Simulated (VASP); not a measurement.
# Sb (Fm-3m) in VASP: notebook

Sb is run at these levels: PBEsol; tasks: single point.

All numbers are computed with VASP 6.6.1; they aren't measurements. Logs are shortened: lines on timing, memory, paths and dates and some standing lists are left out, and cuts for length are marked.

## 1. The cell of the first run

Symmetry: Fm-3m, No. 225, cubic system. The conventional cell has a = 4.715 Å, b = 4.715 Å, c = 4.715 Å, α = 90.00°, β = 90.00°, γ = 90.00°. Sb (site symmetry m-3m) has 12 Sb at 3.33 Å within 4.4 Å.

## 2. Single point, PBEsol

Contents of INCAR:

```
SYSTEM = Sb
ALGO     = Normal         ! electronic algorithm
EDIFF    = 1E-7           ! SCF threshold, eV
ENCUT    = 520            ! plane-wave cutoff, eV
GGA      = PS             ! functional
ISIF     = 2              ! what is computed and relaxed
ISMEAR   = -1             ! smearing method
LASPH    = .TRUE.         ! aspherical terms in the spheres
LCHARG   = .FALSE.        ! write CHGCAR
LREAL    = .FALSE.        ! projectors in reciprocal space
LWAVE    = .FALSE.        ! write WAVECAR
NBANDS   = 14             ! bands
NELM     = 80             ! most SCF steps
PREC     = Accurate       ! precision mode
SIGMA    = 0.1            ! smearing width, eV
```

Contents of KPOINTS:

```
k-points
0
G
  11 11 4
  0 0 0
```

Contents of POSCAR:

```
Sb
1.0
    0.0000000000      2.3573854889     -2.3573854889
   -2.3573854889      0.0000000000      2.3573854889
    4.7147709779      4.7147709779      4.7147709779
Sb
3
Direct
    0.0000000000      0.0000000000      0.0000000000
    0.3333333330      0.6666666670      0.3333333330
    0.6666666670      0.3333333330      0.6666666670
```

Potentials or basis: VASP PAW PBE potentials, release 64 (Sb).

Run with:

```console
cat potpaw_PBE.64/Sb/POTCAR > POTCAR
mpirun -np 1 vasp_std > vasp.out
```

OUTCAR:

```text
SYSTEM = Sb
   EDIFF = 1E-7
   ENCUT = 520
   GGA = PS
   ISIF = 2
   ISMEAR = -1
   LASPH = .TRUE.
   LREAL = .FALSE.
   NELM = 80
   PREC = Accurate

 ion  position               nearest neighbor table
   1  0.000  0.000  0.000-   2 3.33   3 3.33   3 3.33   2 3.33   3 3.33   2 3.33
   2  0.333  0.667  0.333-   1 3.33   1 3.33   1 3.33   3 3.33   3 3.33   3 3.33
   3  0.667  0.333  0.667-   1 3.33   1 3.33   1 3.33   2 3.33   2 3.33   2 3.33

  LATTYP: Found a hexagonal cell.
 ALAT       =     3.3338465301
 C/A-ratio  =     2.4494897428

  Lattice vectors:

 A1 = (   0.0000000000,   2.3573854889,  -2.3573854889)
 A2 = (  -2.3573854889,   0.0000000000,   2.3573854889)
 A3 = (   4.7147709779,   4.7147709779,   4.7147709779)

Analysis of symmetry for initial positions (statically):
=====================================================================
 Subroutine PRICEL returns following result:

  LATTYP: Found a face centered cubic cell.
 ALAT       =     4.7147709732

  Lattice vectors:

 A1 = (   2.3573854866,   2.3573854866,   0.0000000000)
 A2 = (  -0.0000000023,   2.3573854866,   2.3573854889)
 A3 = (   2.3573854936,   0.0000000047,   2.3573854889)

   3 primitive cells build up your supercell.

 Routine SETGRP: Setting up the symmetry group for a
 hexagonal supercell.

 Subroutine GETGRP returns: Found 12 space group operations
 (whereof 12 operations were pure point group operations)
 out of a pool of 24 trial point group operations.

The static configuration has the point symmetry D_3d.

Analysis of symmetry for dynamics (positions and initial velocities):
=====================================================================
 Subroutine PRICEL returns following result:

  LATTYP: Found a face centered cubic cell.
 ALAT       =     4.7147709732

  Lattice vectors:

 A1 = (   2.3573854866,   2.3573854866,   0.0000000000)
 A2 = (  -0.0000000023,   2.3573854866,   2.3573854889)
 A3 = (   2.3573854936,   0.0000000047,   2.3573854889)

   3 primitive cells build up your supercell.

 Routine SETGRP: Setting up the symmetry group for a
 hexagonal supercell.

 Subroutine GETGRP returns: Found 12 space group operations
 (whereof 12 operations were pure point group operations)
 out of a pool of 24 trial point group operations.

The dynamic configuration has the point symmetry D_3d.

[... 96 lines left out ...]
   EDIFF  = 0.1E-06   stopping-criterion for ELM
   LREAL  =      F    real-space projection
   EDIFFG = 0.1E-05   stopping-criterion for IOM
   NSW    =      0    number of steps for IOM
   IBRION =     -1    ionic relax: 0-MD 1-quasi-New 2-CG
   NFREE  =      0    steps in history (QN), initial steepest desc. (CG)
   ISIF   =      2    stress and relaxation
   ISYM   =      2    0-nonsym 1-usesym 2-fastsym
   POTIM  = 0.5000    time-step for ionic-motion
   TEBEG  =    0.0;   TEEND  =   0.0 temperature during run
   PSTRESS=    0.0 pullay stress
   NELECT =      15.0000    total number of electrons
   NUPDOWN=      -1.0000    fix difference up-down
   EMIN   =  10.00;   EMAX   =-10.00  energy-range for DOS
   EFERMI =   0.00;   METHOD = LEGACY
   ISMEAR =    -1;   SIGMA  =   0.10  broadening in eV -4-tet -1-fermi 0-gaus
   EFERMI_NEDOS =   21; number of points for ismear=-14 and -15
   IALGO  =     38    algorithm
   IMIX   =      4    mixing-type and parameters
     AMIX     =   0.40;   BMIX     =  1.00
     AMIX_MAG =   1.60;   BMIX_MAG =  1.00
  volume/ion in A,a.u.               =      26.20       176.81
  Fermi-wavevector in a.u.,A,eV,Ry     =   0.942521  1.781106 12.086671  0.888345
  Thomas-Fermi vector in A             =   2.070138
   LORBIT       =      0    0 simple, 1 ext, 2 COOP (PROOUT), +10 PAW based schemes
   GGA     = PS    functional components
   LHFCALC =     F    Hartree Fock is set to
   AEXX    =    0.0000 exact exchange contribution
   IVDW    =     0    specifies the selected vdW correction
   LEPSILON=     F    determine dielectric tensor
   LRPA    =     F    only Hartree local field effects (RPA)
 non-spin polarized calculation
  energy-cutoff  :      520.00
  volume of cell :       78.60
 maximum number of plane-waves:      2142
 NGX is ok and might be reduce to    28
   NGX = 13   NGY = 13   NGZ = 31

 number of electron      15.0000000 magnetization

 Free energy of the ion-electron system (eV)
  ---------------------------------------------------
  ext. energy  EPLUGINS =         0.00000000
  ---------------------------------------------------
  free energy    TOTEN  =       -12.93365004 eV

  energy without entropy =      -12.86918252  energy(sigma->0) =      -12.90141628

 E-fermi :   8.7470     XC(G=0): -10.4527

 val. band max:        8.7314078161   @ k =   0.4545   0.0000   0.2500
 cond. band min:       8.7734827129   @ k =   0.2727   0.1818   0.5000
 fundamental gap:      0.0420748968
 Fermi energy:         8.7470393256

 k-point     1 :       0.0000    0.0000    0.0000
  band No.  band energies     occupation
      1      -4.4189      2.00000
      2      -2.2255      2.00000
      3      -2.2255      2.00000
      4       5.5954      2.00000
      5       5.5954      2.00000
      6      12.8130      0.00000
      7      12.8130      0.00000
      8      12.8130      0.00000
      9      12.8130      0.00000
     10      14.2528      0.00000
     11      14.2528      0.00000
     12      14.2549      0.00000
     13      16.9804      0.00000
     14      16.9804      0.00000
[... 377 lines left out ...]
      1      -1.9387      2.00000
      2      -1.0054      2.00000
      3       0.8723      2.00000
      4       4.1593      2.00000
      5       4.4906      2.00000
      6       6.8588      2.00000
      7       7.0707      2.00000
      8       9.6055      0.00037
      9      10.0678      0.00000
     10      10.2366      0.00000
     11      10.7608      0.00000
     12      12.4008      0.00000
     13      13.5032      0.00000
     14      14.8769      0.00000

 [... further k-points ...]
[... 5 lines left out ...]
  --------------------------------------------------------------------------------------
  -------------------------------------------------------------------------------------
  Total       -0.0364888     -0.0364888     -0.0364888     -0.0034010     -0.0034010     -0.0034010
  in kB       -0.7437496     -0.7437496     -0.7437496     -0.0693224     -0.0693224     -0.0693224
  external PRESSURE =      -0.7437496 kB  Pullay stress =       0.0000000 kB

 VOLUME and BASIS-vectors are now :
 -----------------------------------------------------------------------------
  energy-cutoff  :      520.00
  volume of cell :       78.60
      direct lattice vectors                 reciprocal lattice vectors
     0.000000000  2.357385489 -2.357385489    -0.141399586  0.282799173 -0.141399586
    -2.357385489  0.000000000  2.357385489    -0.282799173  0.141399586  0.141399586
     4.714770978  4.714770978  4.714770978     0.070699793  0.070699793  0.070699793

 POSITION                                       TOTAL-FORCE (eV/Angst)
 -----------------------------------------------------------------------------------
      0.00000      0.00000      0.00000        -0.000000     -0.000000      0.000000
     -0.00000      2.35739      2.35739        -0.000000     -0.000000     -0.000000
      2.35739      4.71477      2.35739         0.000000      0.000000     -0.000000
 -----------------------------------------------------------------------------------
    total drift:                               -0.000000      0.000000      0.000000

  FREE ENERGIE OF THE ION-ELECTRON SYSTEM (eV)
  ---------------------------------------------------
  free  energy   TOTEN  =       -12.9336500388 eV

  energy  without entropy=      -12.8691825184  energy(sigma->0) =      -12.90141628
```

Run time: 24 s. Hardware: 1 thread of Intel Xeon 6975P-C (Granite Rapids), shared host; peak memory 0.23 GiB.

What came out:

```
Free energy : -12.9337 eV
Pressure    : -0.1 GPa
```

Levels at points of the mesh, in eV from the Fermi level:
```
           k point  band 3  band 4  band 5  band 6  band 7  band 8  band 9  band 10  band 11  band 12
(0.00, 0.00, 0.00)  -10.97   -3.15   -3.15    4.07    4.07    4.07    4.07     5.51     5.51     5.51
(0.00, 0.00, 0.50)   -9.26   -6.01    1.73    1.73    3.75    3.75    4.89     4.89     4.89     4.89
```

Caveat: the PAW data sets were made with another functional, which shifts forces and pressure a little; spin-orbit coupling is left out, which moves the levels of the heavy elements.

## 3. Single point, PBEsol

Contents of INCAR:

```
PREC = Accurate
ENCUT = 520
EDIFF = 1E-6
ISMEAR = -1
SIGMA = 0.1
LREAL = False
LASPH = True
NELM = 100
ALGO = Normal
ISIF = 2
LWAVE = False
LCHARG = False
GGA = PS
NBANDS = 14
```

Contents of KPOINTS:

```
regular mesh
0
Gamma
  11 11 4
```

POSCAR is that of step 2.

Potentials or basis: VASP PAW PBE potentials, release 64 (Sb).

Run with:

```console
cat potpaw_PBE.64/Sb/POTCAR > POTCAR
mpirun -np 1 vasp_std > vasp.out
```

Run time: 18 s. Hardware: 1 thread of Intel Xeon 6975P-C (Granite Rapids), shared host; peak memory 0.23 GiB.

The run converged. Its results:

```
Free energy : -12.9337 eV
Pressure    : -0.1 GPa
```

Levels at points of the mesh, in eV from the Fermi level:
| k point | band 5 | band 6 | band 7 | band 8 | band 9 | band 10 |
| --- | --- | --- | --- | --- | --- | --- |
| (0.00, 0.00, 0.00) | -3.15 | 4.07 | 4.07 | 4.07 | 4.07 | 5.51 |
| (0.00, 0.00, 0.50) | 1.73 | 1.73 | 3.75 | 3.75 | 4.89 | 4.89 |

Caveat: the PAW data sets were made with another functional, which shifts forces and pressure a little; spin-orbit coupling is left out, which moves the levels of the heavy elements.
